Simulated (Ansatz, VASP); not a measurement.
**Al3Cu2 in VASP and in Ansatz**

```xyz
5
Lattice="4.4300 0.0000 0.0000 -2.2150 3.8365 0.0000 0.0000 0.0000 5.3891" Properties=species:S:1:pos:R:3 pbc="T T T"
Al    0.0000    0.0000    0.0000
Al    0.0000    2.5576    1.8871
Al    2.2150    1.2788    3.5020
Cu    0.0000    2.5576    4.5277
Cu    2.2150    1.2788    0.8613
```

Change from the starting cell: strain +0.080 along x and y, +0.080 along z, atoms carried along.

Alike in both runs: task single point; functional r2SCAN; k mesh 12 × 12 × 10; occupations gaussian, width 0.15 eV; no spin polarisation.

|  | VASP | Ansatz |
| --- | --- | --- |
| version | VASP 6.6.1 | Ansatz 0.2.0 |
| potentials or method | VASP PAW PBE potentials, release 64 (Al, Cu), cutoff 520 eV | scalar-relativistic, plane waves, PAW |
| valence electrons in the cell | 31 | 47 |

VASP gave:

* gap on the k mesh at the Fermi level (eV): none
* pressure (GPa): -15.4
* rms of the force components (eV/Å): 0.034

What did Ansatz give for the same quantities?

gap on the k mesh at the Fermi level (eV): none; pressure (GPa): -15.5; rms of the force components (eV/Å): 0.035.

VASP's potentials were made for PBE, not for r2SCAN. Atom by atom the forces differ by 0.002 eV/Å (rms over components). A gap of «none» marks a metal or a gap that the smearing closes. With one functional, cell and mesh, what is left measures potentials, basis and numerics. VASP's potentials hold 31 valence electrons a cell and Ansatz's 47, so a difference there can come from the potentials and not from the codes.
